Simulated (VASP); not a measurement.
Runs of VASP 6.6.1 on SnO. The structure is that of space group P4/nmm (No. 129), or close to it. The cells are those of the table. 

```tsv
cell	gap on the mesh (eV)	pressure (GPa)	largest force (eV/Å)
a = 3.766, b = 3.766, c = 4.889 Å, 4 atoms	none	-3.8	0.80
a = 3.709, b = 3.709, c = 4.773 Å, 4 atoms	none	(a)	0.03
a = 3.766, b = 3.766, c = 4.423 Å, 4 atoms	none	(b)	1.05
a = 3.653, b = 3.653, c = 4.656 Å, 4 atoms	none	8.5	1.00
a = 3.766, b = 3.766, c = 4.540 Å, 4 atoms	none	2.9	0.60
```

Alike in all rows: task single point; level LDA; potentials or basis VASP PAW LDA potentials, release 64 (Sn_d, O_h); no spin polarisation; k mesh 10 × 10 × 8; cutoff (eV) 1340; smearing gaussian 0.15 eV.

Q: Estimate the missing entries.

A: (a) 1.6; (b) 5.7.

Caveats: semilocal functionals underestimate gaps, and a narrow one can read as zero; spin-orbit coupling is left out, which moves the levels of the heavy elements; the cell stands under pressure (at least some runs); forces of over 1 eV/Å act on the atoms, so gaps and moduli don't describe the material at rest (at least some runs); the cell stands under tension (at least some runs).

A k mesh can miss the band edges, and the runs leave out spin-orbit coupling on Sn.

A gap of «none» marks levels without a gap at the run's occupations.
